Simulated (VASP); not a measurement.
# Zr (Fd-3m) in VASP: further runs

Runs on Zr. Level: PBE. Tasks: single point.

Everything below comes from runs of VASP 6.6.1. Logs are shortened: lines on timing, memory, paths and dates and some standing lists are left out, and cuts for length are marked.

### 1 The cell of the first run

The structure is cubic, space group Fd-3m (No. 227). Conventional cell: a = 6.182 Å, b = 6.182 Å, c = 6.182 Å, α = 90.00°, β = 90.00°, γ = 90.00°. Within 3.5 Å of Zr (site symmetry -43m) lie 4 Zr at 2.68 Å.

This isn't the form of Zr at room conditions, which is hcp.

### 2 Single point, PBE

File INCAR:

```
SYSTEM = Zr
ALGO = Normal
EDIFF = 1E-6
ENCUT = 520
GGA = PE
ISIF = 2
ISMEAR = -1
LASPH = .True.
LCHARG = .True.
LELF = .True.
LREAL = .False.
LVHAR = .True.
LWAVE = .False.
NBANDS = 19
NELM = 80
PREC = Accurate
SIGMA = 0.05
```

File KPOINTS:

```
k-points
0
Gamma
  11 11 11
  0 0 0
```

File POSCAR:

```
Zr
1.0
    0.0000000000      3.0908578350      3.0908578350
    3.0908578350      0.0000000000      3.0908578350
    3.0908578350      3.0908578350      0.0000000000
Zr
2
Direct
   -0.1250000000     -0.1250000000     -0.1250000000
    0.1250000000      0.1250000000      0.1250000000
```

Potentials or basis: VASP PAW PBE potentials, release 64 (Zr_sv).

Run with:

```bash
$ cat potpaw_PBE.64/Zr_sv/POTCAR > POTCAR
$ mpirun -np 1 vasp_std > vasp.out
```

OUTCAR:

```text
SYSTEM = Zr
   EDIFF = 1E-6
   ENCUT = 520
   GGA = PE
   ISIF = 2
   ISMEAR = -1
   LASPH = .True.
   LREAL = .False.
   NELM = 80
   PREC = Accurate

 ion  position               nearest neighbor table
   1  0.875  0.875  0.875-   2 2.68   2 2.68   2 2.68   2 2.68
   2  0.125  0.125  0.125-   1 2.68   1 2.68   1 2.68   1 2.68

  LATTYP: Found a face centered cubic cell.
 ALAT       =     6.1817156700

  Lattice vectors:

 A1 = (   0.0000000000,   3.0908578350,   3.0908578350)
 A2 = (   3.0908578350,   0.0000000000,   3.0908578350)
 A3 = (   3.0908578350,   3.0908578350,   0.0000000000)

Analysis of symmetry for initial positions (statically):
=====================================================================
 Subroutine PRICEL returns:
 Original cell was already a primitive cell.

 Routine SETGRP: Setting up the symmetry group for a
 face centered cubic supercell.

 Subroutine GETGRP returns: Found 48 space group operations
 (whereof 12 operations were pure point group operations)
 out of a pool of 48 trial point group operations.

The static configuration has the point symmetry D_3d.
 The point group associated with its full space group is O_h .

Analysis of symmetry for dynamics (positions and initial velocities):
=====================================================================
 Subroutine PRICEL returns:
 Original cell was already a primitive cell.

 Routine SETGRP: Setting up the symmetry group for a
 face centered cubic supercell.

 Subroutine GETGRP returns: Found 48 space group operations
 (whereof 12 operations were pure point group operations)
 out of a pool of 48 trial point group operations.

The dynamic configuration has the point symmetry D_3d.
 The point group associated with its full space group is O_h .

 Subroutine INISYM returns: Found 48 space group operations
 (whereof 12 operations are pure point group operations),
 and found     1 'primitive' translations

----------------------------------------------------------------------------------------

                                     Primitive cell

  volume of cell :      59.0564

  direct lattice vectors                    reciprocal lattice vectors
     0.000000000  3.090857835  3.090857835    -0.161767388  0.161767388  0.161767388
     3.090857835  0.000000000  3.090857835     0.161767388 -0.161767388  0.161767388
[... 81 lines left out ...]
   LSORBIT =      F    spin-orbit coupling
   LASPH  =      T    aspherical Exc in radial PAW
   ENCUT  =  520.0 eV  38.22 Ry    6.18 a.u.   8.13  8.13  8.13*2*pi/ulx,y,z
   NELM   =     80;   NELMIN=  2; NELMDL= -5     # of ELM steps
   EDIFF  = 0.1E-05   stopping-criterion for ELM
   LREAL  =      F    real-space projection
   EDIFFG = 0.1E-04   stopping-criterion for IOM
   NSW    =      0    number of steps for IOM
   IBRION =     -1    ionic relax: 0-MD 1-quasi-New 2-CG
   NFREE  =      0    steps in history (QN), initial steepest desc. (CG)
   ISIF   =      2    stress and relaxation
   ISYM   =      2    0-nonsym 1-usesym 2-fastsym
   POTIM  = 0.5000    time-step for ionic-motion
   TEBEG  =    0.0;   TEEND  =   0.0 temperature during run
   PSTRESS=    0.0 pullay stress
   NELECT =      24.0000    total number of electrons
   NUPDOWN=      -1.0000    fix difference up-down
   EMIN   =  10.00;   EMAX   =-10.00  energy-range for DOS
   EFERMI =   0.00;   METHOD = LEGACY
   ISMEAR =    -1;   SIGMA  =   0.05  broadening in eV -4-tet -1-fermi 0-gaus
   EFERMI_NEDOS =   21; number of points for ismear=-14 and -15
   IALGO  =     38    algorithm
   IMIX   =      4    mixing-type and parameters
     AMIX     =   0.40;   BMIX     =  1.00
     AMIX_MAG =   1.60;   BMIX_MAG =  1.00
  volume/ion in A,a.u.               =      29.53       199.27
  Fermi-wavevector in a.u.,A,eV,Ry     =   1.212615  2.291510 20.006480  1.470435
  Thomas-Fermi vector in A             =   2.348093
   LORBIT       =      0    0 simple, 1 ext, 2 COOP (PROOUT), +10 PAW based schemes
   GGA     = PE    functional components
   LHFCALC =     F    Hartree Fock is set to
   AEXX    =    0.0000 exact exchange contribution
   IVDW    =     0    specifies the selected vdW correction
   LEPSILON=     F    determine dielectric tensor
   LRPA    =     F    only Hartree local field effects (RPA)
 non-spin polarized calculation
  energy-cutoff  :      520.00
  volume of cell :       59.06
 maximum number of plane-waves:      1639
 NGX is ok and might be reduce to    36
   NGX = 17   NGY = 17   NGZ = 17

 number of electron      24.0000000 magnetization

 Free energy of the ion-electron system (eV)
  ---------------------------------------------------
  ext. energy  EPLUGINS =         0.00000000
  ---------------------------------------------------
  free energy    TOTEN  =       -12.23302865 eV

  energy without entropy =      -12.19144568  energy(sigma->0) =      -12.21223717

 E-fermi :   5.9942     XC(G=0):  -9.7239

 val. band max:        5.9901116452   @ k =   0.4545   0.4545   0.0000
 cond. band min:       5.9971746684   @ k =   0.0000   0.0000   0.0000
 fundamental gap:      0.0070630233
 Fermi energy:         5.9942473514

 k-point     1 :       0.0000    0.0000    0.0000
  band No.  band energies     occupation
      1     -42.9158      2.00000
      2     -42.2556      2.00000
      3     -21.2835      2.00000
      4     -21.2835      2.00000
      5     -21.2835      2.00000
      6     -20.1871      2.00000
[... 505 lines left out ...]
      6     -20.2611      2.00000
[... 11 lines left out ...]
     18      10.5630      0.00000
     19      11.8819      0.00000

 [... further k-points ...]

------------------------ aborting loop because EDIFF is reached ----------------------------------------

  FORCE on cell =-STRESS in cart. coord.  units (eV):
  Direction    XX          YY          ZZ          XY          YZ          ZX
  --------------------------------------------------------------------------------------
  -------------------------------------------------------------------------------------
  Total        0.7084441      0.7084441      0.7084441      0.0000000      0.0000000      0.0000000
  in kB       19.2198111     19.2198111     19.2198111      0.0000000      0.0000000      0.0000000
  external PRESSURE =      19.2198111 kB  Pullay stress =       0.0000000 kB

 VOLUME and BASIS-vectors are now :
 -----------------------------------------------------------------------------
  energy-cutoff  :      520.00
  volume of cell :       59.06
      direct lattice vectors                 reciprocal lattice vectors
     0.000000000  3.090857835  3.090857835    -0.161767388  0.161767388  0.161767388
     3.090857835  0.000000000  3.090857835     0.161767388 -0.161767388  0.161767388
     3.090857835  3.090857835  0.000000000     0.161767388  0.161767388 -0.161767388

 POSITION                                       TOTAL-FORCE (eV/Angst)
 -----------------------------------------------------------------------------------
      5.40900      5.40900      5.40900         0.000000      0.000000      0.000000
      0.77271      0.77271      0.77271        -0.000000     -0.000000     -0.000000
 -----------------------------------------------------------------------------------
    total drift:                               -0.000000      0.000000      0.000000

  FREE ENERGIE OF THE ION-ELECTRON SYSTEM (eV)
  ---------------------------------------------------
  free  energy   TOTEN  =       -12.2330286538 eV

  energy  without entropy=      -12.1914456771  energy(sigma->0) =      -12.21223717
```

Wall time 1.8 min (1 thread of AMD EPYC 7R13, shared host); peak memory 0.19 GiB.

Results:

```yaml
Free_energy: -12.2330 eV
Pressure: 1.9 GPa
Band_gap_on_the_k_mesh: zero (bands 12 and 13 overlap by 0.21 eV)
```

### 3 Single point, PBE

File INCAR:

```
  PREC = Accurate
  ENCUT = 520
  EDIFF = 1E-6
  ISMEAR = -1
  SIGMA = 0.05
  LREAL = False
  LASPH = True
  NELM = 80
  ALGO = Normal
  ISIF = 2
  LWAVE = False
  LCHARG = False
  GGA = PE
  NBANDS = 19
```

File KPOINTS:

```
regular mesh
0
Gamma
  11 11 11
```

POSCAR is that of step 2.

Potentials or basis: VASP PAW PBE potentials, release 64 (Zr_sv).

Run with:

```bash
$ cat potpaw_PBE.64/Zr_sv/POTCAR > POTCAR
$ mpirun -np 1 vasp_std > vasp.out
```

It took 1.8 min on 1 thread of AMD EPYC 7R13, shared host; peak memory 0.19 GiB.

It converged, with:

| Item | Value |
| --- | --- |
| Free energy | -12.2330 eV |
| Pressure | 1.9 GPa |
| Band gap on the k mesh | zero (bands 12 and 13 overlap by 0.21 eV) |

Levels at points of the mesh, in eV from the Fermi level:
```csv
k point,band 9,band 10,band 11,band 12,band 13,band 14,band 15,band 16
"(0.00, 0.00, 0.00)",-4.14,-0.92,-0.92,0.00,0.00,0.00,2.20,2.20
```
